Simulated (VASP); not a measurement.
Nb2H3:

```
CELL_PARAMETERS angstrom
3.30916 0.00000 0.00000
-1.65458 2.86582 0.00000
0.00000 0.00000 5.14852
ATOMIC_POSITIONS crystal
Nb 0.33333 0.66667 0.24500
Nb 0.66667 0.33333 0.75500
H 0.00000 0.00000 0.00000
H 0.33333 0.66667 0.64500
H 0.66667 0.33333 0.35500
```

```yaml
Program: VASP 6.6.1
Task: relaxation of cell and atoms
Functional: r2SCAN
Potentials_or_basis: VASP PAW PBE potentials, release 64 (Nb_sv, H)
Cutoff: 600 eV
k_mesh: 6 × 6 × 4
Occupations: gaussian, width 0.1 eV
Spin: no spin polarisation
```

At the start: pressure -16.8 GPa; volume 9.77 Å³/atom.

How do energy, volume and symmetry change on relaxing?

Over 17 steps the energy falls by 102.0 meV/atom and the volume is 8.74 Å³/atom (-10.5 %); space group P-3m1 (No. 164, to 0.1 Å) before and after.

The path:
```
step  energy change (eV)  largest force (eV/Å)  pressure (GPa)  volume (Å³)
   1              0.0000                0.7305          -16.84        48.83
   2             -0.3243                0.5864            8.50        41.92
   3             -0.3545                0.5591            1.59        43.32
   4             -0.3999                0.4823            1.28        43.38
   5             -0.4144                0.4345            1.25        43.44
   6             -0.4477                0.2286           -1.37        43.96
   7             -0.4555                0.0897           -3.17        44.36
   8             -0.4748                0.1008            1.15        43.34
   9             -0.4748                0.1072            1.28        43.31
  10             -0.4951                0.0704            1.78        43.26
  11             -0.4951                0.1761            3.01        43.09
  12             -0.5038                0.1600            2.46        43.16
  13             -0.5041                0.0860            2.11        43.21
  14             -0.5053                0.1243            2.28        43.19
  15             -0.5033                0.0406           -2.81        44.37
  16             -0.5096                0.0622           -0.08        43.72
  17             -0.5099                0.0336            0.08        43.68
```

Final structure:
```xyz
5
Lattice="3.0631 0.0000 0.0000 -1.5315 2.6527 0.0000 0.0000 0.0000 5.3762" Properties=species:S:1:pos:R:3 pbc="T T T"
Nb    0.0000    1.7685    1.2560
Nb    1.5315    0.8842    4.1202
H     0.0000    0.0000    0.0000
H     0.0000    1.7685    3.2583
H     1.5315    0.8842    2.1179
```

Caveat: the k points lie up to 0.39 Å⁻¹ apart in the final cell, too coarse for converged energies and pressures of a metal; the PAW data sets were made with another functional, which shifts forces and pressure a little.
